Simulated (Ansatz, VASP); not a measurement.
**Two plane-wave programs on W3S8**

```
CELL_PARAMETERS angstrom
3.18775 -5.52134 0.00000
6.37549 0.00000 0.00000
3.18775 -1.84045 7.47445
ATOMIC_POSITIONS crystal
W 0.99196 0.01403 0.00204
W 0.51403 0.49196 0.00204
W 0.99196 0.49196 0.00204
S 0.09823 0.59823 0.20530
S 0.59853 0.59087 0.21207
S 0.09087 0.09853 0.21207
S 0.59853 0.09853 0.21207
S 0.23374 0.73374 0.79879
S 0.73857 0.73087 0.79198
S 0.23087 0.23857 0.79198
S 0.73857 0.23857 0.79198
```

Change from the starting cell: W vacancy (site a), charge +0, atoms relaxed at the host's cell.

Alike in both runs: functional PBE; k mesh 3 × 3 × 3; occupations gaussian, width 0.01 eV; collinear spin.

Ansatz relaxed the structure, and its values are those at the end. VASP's run is a single point on that final structure, the one shown.

|  | VASP | Ansatz |
| --- | --- | --- |
| version | VASP 6.6.1 | Ansatz 0.2.0 |
| potentials or method | VASP PAW PBE potentials, release 64 (W_sv, S), cutoff 520 eV | scalar-relativistic, plane waves, PAW |
| valence electrons in the cell | 90 | 90 |

```tsv
	VASP	Ansatz	Ansatz less VASP
gap on the k mesh at the Fermi level (eV)	none	none	-
rms of the force components (eV/Å)	0.014	0.003	-0.0105
net moment per atom (μB)	0.03	0.12	+0.092
size of the moment on the site where the two differ most (μB)	0.08	0.11	+0.031
```

Site moments also hang on the region over which each program counts them. A gap of «none» marks a metal or a gap that the smearing closes.

The k mesh is coarse, so the values compare programs but aren't converged. Spin-orbit coupling is off throughout.
